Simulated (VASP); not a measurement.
Write the native input for VASP 6.6.1 that does the following.

| Property | Result |
| --- | --- |
| Task | single point |
| Functional | PBE |
| Potentials or basis | VASP PAW PBE potentials, release 64 (Al) |
| Cutoff | 500 eV |
| k mesh | 18 × 18 × 18 |
| Occupations | gaussian, width 0.1 eV |
| Spin | no spin polarisation |
| Dipole correction | no |
| Further INCAR settings | ALGO = Normal; EDIFF = 1e-06; NBANDS = 8 |

The structure of Al lies in POSCAR:

```
Al
1.0
    0.0000000000      2.0204130981      2.0204130981
    2.0204130981      0.0000000000      2.0204130981
    2.0204130981      2.0204130981      0.0000000000
Al
1
Direct
    0.0000000000      0.0000000000      0.0000000000
```

One way to write it, as run:

INCAR

```
PREC = Accurate ; ENCUT = 500
EDIFF = 1E-6 ; ISMEAR = 0
SIGMA = 0.1 ; LREAL = F
LASPH = T ; NELM = 120
ALGO = Normal ; ISIF = 2
LWAVE = F ; LCHARG = F
GGA = PE ; NBANDS = 8
GGA_COMPAT = F
```

KPOINTS

```
regular mesh
0
Gamma
  18 18 18
```

Potentials or basis: VASP PAW PBE potentials, release 64 (Al).

Launch:

```console
$ cat potpaw_PBE.64/Al/POTCAR > POTCAR
$ mpirun -np 1 vasp_std > vasp.out
```

Results of the run:

The pressure is 0.0 GPa.

Run time: 23 s on 1 thread of Intel Xeon 8259CL, on a shared host, peak memory 0.14 GiB.
